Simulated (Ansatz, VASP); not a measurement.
CdS in VASP and in Ansatz

INCAR

```
SYSTEM = CdS
PREC = Accurate ; ENCUT = 520
EDIFF = 1E-7 ; ISMEAR = 0
SIGMA = 0.05 ; LREAL = .False.
LASPH = .True. ; NELM = 80
ALGO = Normal ; ISIF = 2
LWAVE = .False. ; LCHARG = .False.
GGA = PE ; NBANDS = 16
```

Contents of KPOINTS:

```
regular mesh
0
Gamma
  8 8 8
  0 0 0
```

The input POSCAR:

```
CdS
1.0
    0.0000000000      2.9100000000      2.6772000000
    2.9100000000      0.0000000000      2.6772000000
    2.9100000000      2.9100000000      0.0000000000
Cd S
1 1
Direct
    0.0000000000      0.0000000000      0.0000000000
    0.7500000000      0.7500000000      0.7500000000
```

Input for Ansatz:

```yaml
crystal:
  lattice:
    - [0.0, 2.91, 2.6772]
    - [2.91, 0.0, 2.6772]
    - [2.91, 2.91, 0.0]
  atoms:
    - { symbol: Cd, position: [0.0, 0.0, 0.0] }
    - { symbol: S, position: [0.75, 0.75, 0.75] }
basis:
  ecutwfc: 420
kpoints:
  mp_grid: { grid: [8, 8, 8] }
hamiltonian:
  xc: pbe
scf:
  occupations: { method: gaussian, width: 0.05 }
output:
  forces: true
  stress: true
  eigenvalues: true
```

Change from the starting cell: strain +0.000 along x and y, -0.080 along z, atoms carried along.

Alike in both runs: task single point; functional PBE; k mesh 8 × 8 × 8; occupations gaussian, width 0.05 eV; no spin polarisation.

|  | VASP | Ansatz |
| --- | --- | --- |
| version | VASP 6.6.1 | Ansatz 0.2.0 |
| potentials or method | VASP PAW PBE potentials, release 64 (Cd, S), cutoff 520 eV | scalar-relativistic, plane waves, PAW |
| valence electrons in the cell | 18 | 26 |

Ansatz gave:

| Quantity | Value |
| --- | --- |
| gap on the k mesh at the Fermi level (eV) | 1.18 |
| least direct gap on the mesh (eV) | 1.18 |
| pressure (GPa) | 9.8 |
| traceless stress, the component that is largest in VASP (GPa) | 0.27 |

Q: What did VASP give for the same quantities?

A: gap on the k mesh at the Fermi level (eV): 1.19; least direct gap on the mesh (eV): 1.19; pressure (GPa): 10.3; traceless stress, the component that is largest in VASP (GPa): 0.23.

VASP's potentials hold 18 valence electrons a cell and Ansatz's 26, so a difference there can come from the potentials and not from the codes.
